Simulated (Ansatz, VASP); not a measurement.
# One calculation of C, two programs

Contents of INCAR:

```
PREC = Accurate
ENCUT = 520
EDIFF = 1E-6
ISMEAR = 0
SIGMA = 0.05
LREAL = F
LASPH = T
NELM = 80
ALGO = Normal
ISIF = 2
LWAVE = F
LCHARG = T
LELF = T
LVHAR = T
NBANDS = 11
```

KPOINTS

```
Automatic mesh
0
Gamma
  14 14 8
```

Contents of POSCAR:

```
C
1.0
    2.1172982844     -1.2226370036     -0.0329901205
    2.1172982844      1.2222310902      0.0097950711
   -1.3916690928      0.0584027836      3.3373019203
C
2
Direct
    0.8333830096      0.8333830096      0.0001497828
    0.1666169904      0.1666169904      0.9998502172
```

Input for Ansatz:

```yaml
crystal:
  lattice:
    - [2.1172982844, -1.2226370036, -0.0329901205]
    - [2.1172982844, 1.2222310902, 0.0097950711]
    - [-1.3916690928, 0.0584027836, 3.3373019203]
  atoms:
    - { symbol: C, position: [0.8333830096, 0.8333830096, 0.0001497828] }
    - { symbol: C, position: [0.1666169904, 0.1666169904, 0.9998502172] }
basis:
  ecutwfc: 420
kpoints:
  mp_grid: { grid: [14, 14, 8] }
hamiltonian:
  xc: lda
scf:
  occupations: { method: gaussian, width: 0.05 }
output:
  forces: true
  stress: true
  eigenvalues: true
```

Change from the starting cell: strain +0.0350 x Voigt [0, 0, 0, 1, 0, 0], atoms carried along.

Alike in both runs: task single point; functional LDA; k mesh 14 × 14 × 8; occupations gaussian, width 0.05 eV; no spin polarisation.

```csv
,VASP,Ansatz
version,VASP 6.6.1,Ansatz 0.2.0
potentials or method,"VASP PAW LDA potentials, release 64 (C), cutoff 520 eV","scalar-relativistic, plane waves, PAW"
valence electrons in the cell,8,8
```

```csv
,VASP,Ansatz,Ansatz less VASP
gap on the k mesh at the Fermi level (eV),0.53,0.53,+0.003
least direct gap on the mesh (eV),0.60,0.61,+0.003
pressure (GPa),0.8,-0.1,-0.81
"traceless stress, the component that is largest in VASP (GPa)",-0.85,0.09,+0.934
rms of the force components (eV/Å),0.005,0.005,0.0000
```

LDA's correlation is that of Perdew and Zunger in VASP and of Perdew and Wang (1992) in Ansatz. Atom by atom the forces differ by 0.000 eV/Å (rms over components).
